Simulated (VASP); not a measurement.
# Yb (Fd-3m) in VASP: notebook

Yb is run at these levels: r2SCAN; tasks: single point.

Program: VASP 6.6.1. These are calculated values, not measurements. Logs are shortened: lines on timing, memory, paths and dates and some standing lists are left out, and cuts for length are marked.

**1. The cell of the first run**

It takes space group Fd-3m (No. 227, cubic). The conventional cell has a = 8.723 Å, b = 8.723 Å, c = 8.723 Å, α = 90.00°, β = 90.00°, γ = 90.00°. Yb (site symmetry -43m) has 4 Yb at 3.78 Å within 5.0 Å.

**2. Single point, r2SCAN (volume scaled by 1.04)**

The input, POSCAR:

```
Yb
1.0
    0.0000000000      4.3613411483      4.3613411483
    4.3613411483      0.0000000000      4.3613411483
    4.3613411483      4.3613411483      0.0000000000
Yb
2
Direct
    0.1250000000      0.1250000000      0.1250000000
    0.8750000000      0.8750000000      0.8750000000
```

The input, INCAR.step1:

```
SYSTEM = Yb
ALGO = Normal
EDIFF = 1E-4
ENCUT = 520
GGA = PE
ISMEAR = -1
LASPH = .TRUE.
LCHARG = .FALSE.
LREAL = .FALSE.
LWAVE = .TRUE.
NBANDS = 31
NELM = 80
PREC = Accurate
SIGMA = 0.1
```

The input, INCAR.step2:

```
SYSTEM = Yb
ALGO = Normal
EDIFF = 1E-7
ENCUT = 520
ISIF = 2
ISMEAR = -1
ISTART = 1
LASPH = .TRUE.
LCHARG = .FALSE.
LMIXTAU = .TRUE.
LREAL = .FALSE.
LWAVE = .FALSE.
METAGGA = R2SCAN
NBANDS = 31
NELM = 80
PREC = Accurate
SIGMA = 0.1
```

The input, KPOINTS:

```
k-points
0
G
  7 7 7
  0 0 0
```

Potentials or basis: VASP PAW PBE potentials, release 64 (Yb).

On the command line:

```bash
$ cat potpaw_PBE.64/Yb/POTCAR > POTCAR
$ cp INCAR.step1 INCAR
$ mpirun -np 1 vasp_std > vasp.out
$ cp INCAR.step2 INCAR
$ mpirun -np 1 vasp_std > vasp.out
```

OUTCAR:

```text
SYSTEM = Yb
   EDIFF = 1E-7
   ENCUT = 520
   ISIF = 2
   ISMEAR = -1
   ISTART = 1
   LASPH = .TRUE.
   LREAL = .FALSE.
   METAGGA = R2SCAN
   NELM = 80
   PREC = Accurate

 ion  position               nearest neighbor table
   1  0.125  0.125  0.125-   2 3.78   2 3.78   2 3.78   2 3.78
   2  0.875  0.875  0.875-   1 3.78   1 3.78   1 3.78   1 3.78

  LATTYP: Found a face centered cubic cell.
 ALAT       =     8.7226822966

  Lattice vectors:

 A1 = (   0.0000000000,   4.3613411483,   4.3613411483)
 A2 = (   4.3613411483,   0.0000000000,   4.3613411483)
 A3 = (   4.3613411483,   4.3613411483,   0.0000000000)

Analysis of symmetry for initial positions (statically):
=====================================================================
 Subroutine PRICEL returns:
 Original cell was already a primitive cell.

 Routine SETGRP: Setting up the symmetry group for a
 face centered cubic supercell.

 Subroutine GETGRP returns: Found 48 space group operations
 (whereof 12 operations were pure point group operations)
 out of a pool of 48 trial point group operations.

The static configuration has the point symmetry D_3d.
 The point group associated with its full space group is O_h .

Analysis of symmetry for dynamics (positions and initial velocities):
=====================================================================
 Subroutine PRICEL returns:
 Original cell was already a primitive cell.

 Routine SETGRP: Setting up the symmetry group for a
 face centered cubic supercell.

 Subroutine GETGRP returns: Found 48 space group operations
 (whereof 12 operations were pure point group operations)
 out of a pool of 48 trial point group operations.

The dynamic configuration has the point symmetry D_3d.
 The point group associated with its full space group is O_h .

 Subroutine INISYM returns: Found 48 space group operations
 (whereof 12 operations are pure point group operations),
 and found     1 'primitive' translations

----------------------------------------------------------------------------------------

                                     Primitive cell

  volume of cell :     165.9167

  direct lattice vectors                    reciprocal lattice vectors
     0.000000000  4.361341148  4.361341148    -0.114643634  0.114643634  0.114643634
     4.361341148  0.000000000  4.361341148     0.114643634 -0.114643634  0.114643634
     4.361341148  4.361341148  0.000000000     0.114643634  0.114643634 -0.114643634

  length of vectors
     6.167867802  6.167867802  6.167867802     0.198568600  0.198568600  0.198568600

[... 73 lines left out ...]
   ENCUT  =  520.0 eV  38.22 Ry    6.18 a.u.  11.47 11.47 11.47*2*pi/ulx,y,z
   NELM   =     80;   NELMIN=  2; NELMDL=  0     # of ELM steps
   EDIFF  = 0.1E-06   stopping-criterion for ELM
   LREAL  =      F    real-space projection
   EDIFFG = 0.1E-05   stopping-criterion for IOM
   NSW    =      0    number of steps for IOM
   IBRION =     -1    ionic relax: 0-MD 1-quasi-New 2-CG
   NFREE  =      0    steps in history (QN), initial steepest desc. (CG)
   ISIF   =      2    stress and relaxation
   ISYM   =      2    0-nonsym 1-usesym 2-fastsym
   POTIM  = 0.5000    time-step for ionic-motion
   TEBEG  =    0.0;   TEEND  =   0.0 temperature during run
   PSTRESS=    0.0 pullay stress
   NELECT =      48.0000    total number of electrons
   NUPDOWN=      -1.0000    fix difference up-down
   EMIN   =  10.00;   EMAX   =-10.00  energy-range for DOS
   EFERMI =   0.00;   METHOD = LEGACY
   ISMEAR =    -1;   SIGMA  =   0.10  broadening in eV -4-tet -1-fermi 0-gaus
   EFERMI_NEDOS =   21; number of points for ismear=-14 and -15
   IALGO  =     38    algorithm
   IMIX   =      4    mixing-type and parameters
     AMIX     =   0.40;   BMIX     =  1.00
     AMIX_MAG =   1.60;   BMIX_MAG =  1.00
  volume/ion in A,a.u.               =      82.96       559.83
  Fermi-wavevector in a.u.,A,eV,Ry     =   1.082743  2.046087 15.950536  1.172331
  Thomas-Fermi vector in A             =   2.218791
   LORBIT       =      0    0 simple, 1 ext, 2 COOP (PROOUT), +10 PAW based schemes
   METAGGA = R2SCAN    functional components
   LHFCALC =     F    Hartree Fock is set to
   AEXX    =    0.0000 exact exchange contribution
   IVDW    =     0    specifies the selected vdW correction
   LEPSILON=     F    determine dielectric tensor
   LRPA    =     F    only Hartree local field effects (RPA)
 non-spin polarized calculation
  energy-cutoff  :      520.00
  volume of cell :      165.92
 maximum number of plane-waves:      4496
 NGX is ok and might be reduce to    48
   NGX = 23   NGY = 23   NGZ = 23

 number of electron      47.9999974 magnetization

 Free energy of the ion-electron system (eV)
  ---------------------------------------------------
  ext. energy  EPLUGINS =         0.00000000
  ---------------------------------------------------
  free energy    TOTEN  =       -68.42119449 eV

  energy without entropy =      -68.25273376  energy(sigma->0) =      -68.33696413

 E-fermi :  -0.5458     XC(G=0):  -6.5557

 val. band max:       -0.5732301074   @ k =  -0.2857   0.2857   0.0000
 cond. band min:      -0.5103372622   @ k =  -0.4286   0.4286   0.0000
 fundamental gap:      0.0628928452
 Fermi energy:        -0.5457736725

 k-point     1 :       0.0000    0.0000    0.0000
  band No.  band energies     occupation
      1     -54.5660      2.00000
      2     -54.5566      2.00000
      3     -26.4143      2.00000
      4     -26.4141      2.00000
      5     -26.4141      2.00000
      6     -26.3326      2.00000
[... 669 lines left out ...]
     30       1.5287      0.00000
     31       2.3138      0.00000

------------------------ aborting loop because EDIFF is reached ----------------------------------------

  FORCE on cell =-STRESS in cart. coord.  units (eV):
  Direction    XX          YY          ZZ          XY          YZ          ZX
  --------------------------------------------------------------------------------------
  -------------------------------------------------------------------------------------
  Total       -0.4347668     -0.4347668     -0.4347668     -0.0000000     -0.0000000     -0.0000000
  in kB       -4.1983318     -4.1983318     -4.1983318     -0.0000000     -0.0000000     -0.0000000
  external PRESSURE =      -4.1983318 kB  Pullay stress =       0.0000000 kB

 VOLUME and BASIS-vectors are now :
 -----------------------------------------------------------------------------
  energy-cutoff  :      520.00
  volume of cell :      165.92
      direct lattice vectors                 reciprocal lattice vectors
     0.000000000  4.361341148  4.361341148    -0.114643634  0.114643634  0.114643634
     4.361341148  0.000000000  4.361341148     0.114643634 -0.114643634  0.114643634
     4.361341148  4.361341148  0.000000000     0.114643634  0.114643634 -0.114643634

 POSITION                                       TOTAL-FORCE (eV/Angst)
 -----------------------------------------------------------------------------------
      1.09034      1.09034      1.09034         0.000000     -0.000000     -0.000000
      7.63235      7.63235      7.63235        -0.000000      0.000000      0.000000
 -----------------------------------------------------------------------------------
    total drift:                                0.000000      0.000000      0.000000

  FREE ENERGIE OF THE ION-ELECTRON SYSTEM (eV)
  ---------------------------------------------------
  free  energy   TOTEN  =       -68.4211944923 eV

  energy  without entropy=      -68.2527337626  energy(sigma->0) =      -68.33696413
```

OUTCAR.step1:

```text
SYSTEM = Yb
   EDIFF = 1E-4
   ENCUT = 520
   GGA = PE
   ISMEAR = -1
   LASPH = .TRUE.
   LREAL = .FALSE.
[... 895 lines left out ...]
      1.09034      1.09034      1.09034        -0.000000     -0.000000     -0.000000
      7.63235      7.63235      7.63235         0.000000      0.000000      0.000000
 -----------------------------------------------------------------------------------
    total drift:                                0.000000      0.000000      0.000000

  FREE ENERGIE OF THE ION-ELECTRON SYSTEM (eV)
  ---------------------------------------------------
  free  energy   TOTEN  =        -4.8272939921 eV

  energy  without entropy=       -4.6513104725  energy(sigma->0) =       -4.73930223
```

Wall time 15 min (1 thread of AMD EPYC 9R45 (Zen 5), shared host); peak memory 0.39 GiB.

What came out:

```
Free energy            : -68.4212 eV
Pressure               : -0.4 GPa
Band gap on the k mesh : zero (band 24 reaches 0.35 eV, above the bottom of band 25 at -0.67 eV)
```

Levels at points of the mesh, in eV from the Fermi level:
```csv
k point,band 22,band 23,band 24,band 25,band 26,band 27
"(0.00, 0.00, 0.00)",-0.51,-0.51,0.90,0.90,0.90,1.25
```

Caveat: the PAW data sets were made with another functional, which shifts forces and pressure a little; spin-orbit coupling is left out, which moves the levels of the heavy elements. Spin polarisation is off, so any magnetic state and its effect on volume and gap are missing.

**3. Single point, r2SCAN (volume scaled by 1.08)**

The input, POSCAR:

```
Yb
1.0
    0.0000000000      4.4165538595      4.4165538595
    4.4165538595      0.0000000000      4.4165538595
    4.4165538595      4.4165538595      0.0000000000
Yb
2
Direct
    0.1250000000      0.1250000000      0.1250000000
    0.8750000000      0.8750000000      0.8750000000
```

The input, INCAR.step1:

```
PREC = Accurate
ENCUT = 520
ISMEAR = -1
SIGMA = 0.1
LREAL = F
LASPH = T
NELM = 60
NBANDS = 31
GGA = PE
ALGO = Normal
EDIFF = 1E-4
LWAVE = T
LCHARG = F
```

The input, INCAR.step2:

```
PREC = Accurate
ENCUT = 520
EDIFF = 1E-6
ISMEAR = -1
SIGMA = 0.1
LREAL = F
LASPH = T
NELM = 60
ALGO = Normal
ISIF = 2
LWAVE = F
LCHARG = F
METAGGA = R2SCAN
LMIXTAU = T
NBANDS = 31
ISTART = 1
```

The input, KPOINTS:

```
regular mesh
0
Gamma
  7 7 7
```

Potentials or basis: VASP PAW PBE potentials, release 64 (Yb).

On the command line:

```bash
$ cat potpaw_PBE.64/Yb/POTCAR > POTCAR
$ cp INCAR.step1 INCAR
$ mpirun -np 1 vasp_std > vasp.out
$ cp INCAR.step2 INCAR
$ mpirun -np 1 vasp_std > vasp.out
```

OUTCAR:

```text
PREC = Accurate
   ENCUT = 520
   EDIFF = 1E-6
   ISMEAR = -1
   LREAL = F
   LASPH = T
   NELM = 60
   ISIF = 2
   METAGGA = R2SCAN
   ISTART = 1

 ion  position               nearest neighbor table
   1  0.125  0.125  0.125-
   2  0.875  0.875  0.875-

  LATTYP: Found a face centered cubic cell.
 ALAT       =     8.8331077190

  Lattice vectors:

 A1 = (   0.0000000000,   4.4165538595,   4.4165538595)
 A2 = (   4.4165538595,   0.0000000000,   4.4165538595)
[... 858 lines left out ...]

------------------------ aborting loop because EDIFF is reached ----------------------------------------

  FORCE on cell =-STRESS in cart. coord.  units (eV):
  Direction    XX          YY          ZZ          XY          YZ          ZX
  --------------------------------------------------------------------------------------
  -------------------------------------------------------------------------------------
  Total       -0.4291912     -0.4291912     -0.4291912      0.0000000      0.0000000     -0.0000000
  in kB       -3.9909915     -3.9909915     -3.9909915      0.0000000      0.0000000     -0.0000000
  external PRESSURE =      -3.9909915 kB  Pullay stress =       0.0000000 kB

 VOLUME and BASIS-vectors are now :
 -----------------------------------------------------------------------------
  energy-cutoff  :      520.00
  volume of cell :      172.30
      direct lattice vectors                 reciprocal lattice vectors
     0.000000000  4.416553859  4.416553859    -0.113210439  0.113210439  0.113210439
     4.416553859  0.000000000  4.416553859     0.113210439 -0.113210439  0.113210439
     4.416553859  4.416553859  0.000000000     0.113210439  0.113210439 -0.113210439

 POSITION                                       TOTAL-FORCE (eV/Angst)
 -----------------------------------------------------------------------------------
      1.10414      1.10414      1.10414        -0.000000     -0.000000     -0.000000
      7.72897      7.72897      7.72897         0.000000      0.000000      0.000000
 -----------------------------------------------------------------------------------
    total drift:                                0.000000      0.000000      0.000000

  FREE ENERGIE OF THE ION-ELECTRON SYSTEM (eV)
  ---------------------------------------------------
  free  energy   TOTEN  =       -68.4098066743 eV

  energy  without entropy=      -68.2430853635  energy(sigma->0) =      -68.32644602
```

OUTCAR.step1:

```text
PREC = Accurate
   ENCUT = 520
   ISMEAR = -1
   LREAL = F
   LASPH = T
   NELM = 60
[... 893 lines left out ...]
 -----------------------------------------------------------------------------------
      1.10414      1.10414      1.10414         0.000000     -0.000000      0.000000
      7.72897      7.72897      7.72897        -0.000000      0.000000     -0.000000
 -----------------------------------------------------------------------------------
    total drift:                                0.000000      0.000000      0.000000

  FREE ENERGIE OF THE ION-ELECTRON SYSTEM (eV)
  ---------------------------------------------------
  free  energy   TOTEN  =        -4.8196126100 eV

  energy  without entropy=       -4.6610076636  energy(sigma->0) =       -4.74031014
```

OSZICAR.step1:

```text
N       E                     dE             d eps       ncg     rms          rms(c)
DAV:   1     0.422031121542E+03    0.42203E+03   -0.16297E+04  1676   0.894E+03
DAV:   2     0.114172143205E+03   -0.30786E+03   -0.28434E+03  1848   0.938E+02
DAV:   3     0.132990952452E+02   -0.10087E+03   -0.99547E+02  1906   0.298E+02
DAV:   4    -0.216829177848E+01   -0.15467E+02   -0.15305E+02  2370   0.871E+01
DAV:   5    -0.544000606319E+01   -0.32717E+01   -0.32538E+01  2256   0.360E+01    0.199E+01
DAV:   6    -0.819316507569E+01   -0.27532E+01   -0.22215E+01  1768   0.120E+02    0.542E+01
DAV:   7    -0.472757406123E+01    0.34656E+01   -0.71105E+00  2179   0.713E+01    0.200E+01
DAV:   8    -0.704385057379E+01   -0.23163E+01   -0.35355E+00  2168   0.335E+01    0.721E+01
DAV:   9    -0.625269029456E+01    0.79116E+00   -0.44475E-01  2480   0.115E+01    0.737E+01
DAV:  10    -0.520511752643E+01    0.10476E+01   -0.51938E-01  2032   0.189E+01    0.123E+02
DAV:  11    -0.500330254670E+01    0.20181E+00   -0.24578E-01  2152   0.119E+01    0.319E+01
DAV:  12    -0.487981636433E+01    0.12349E+00   -0.10276E-01  2136   0.881E+00    0.575E+01
DAV:  13    -0.483427531747E+01    0.45541E-01   -0.44639E-02  2072   0.519E+00    0.222E+01
DAV:  14    -0.482835957691E+01    0.59157E-02   -0.13637E-02  2464   0.142E+00    0.617E+00
DAV:  15    -0.482444286618E+01    0.39167E-02   -0.23578E-03  2224   0.113E+00    0.219E+00
DAV:  16    -0.482039866382E+01    0.40442E-02   -0.47188E-03  1873   0.191E+00    0.550E-01
DAV:  17    -0.481955706403E+01    0.84160E-03   -0.21706E-03  2051   0.111E+00    0.942E-01
DAV:  18    -0.481961261002E+01   -0.55546E-04   -0.85207E-04  1643   0.694E-01
   1 F= -.48196126E+01 E0= -.47403101E+01  d E =-.158605E+00
```

It took 17 min on 1 thread of AMD EPYC 9R45 (Zen 5), shared host; peak memory 0.4 GiB.

What came out:

```
Free energy            : -68.4098 eV
Pressure               : -0.4 GPa
Band gap on the k mesh : zero (band 24 reaches 0.28 eV, above the bottom of band 25 at -0.71 eV)
```

Levels at points of the mesh, in eV from the Fermi level:
| k point | band 21 | band 22 | band 23 | band 24 | band 25 | band 26 | band 27 | band 28 |
| --- | --- | --- | --- | --- | --- | --- | --- | --- |
| (0.00, 0.00, 0.00) | -0.51 | -0.51 | -0.51 | 0.88 | 0.88 | 0.88 | 1.26 | 1.26 |

Caveat: the PAW data sets were made with another functional, which shifts forces and pressure a little; spin-orbit coupling is left out, which moves the levels of the heavy elements. Spin polarisation is off, so any magnetic state and its effect on volume and gap are missing.
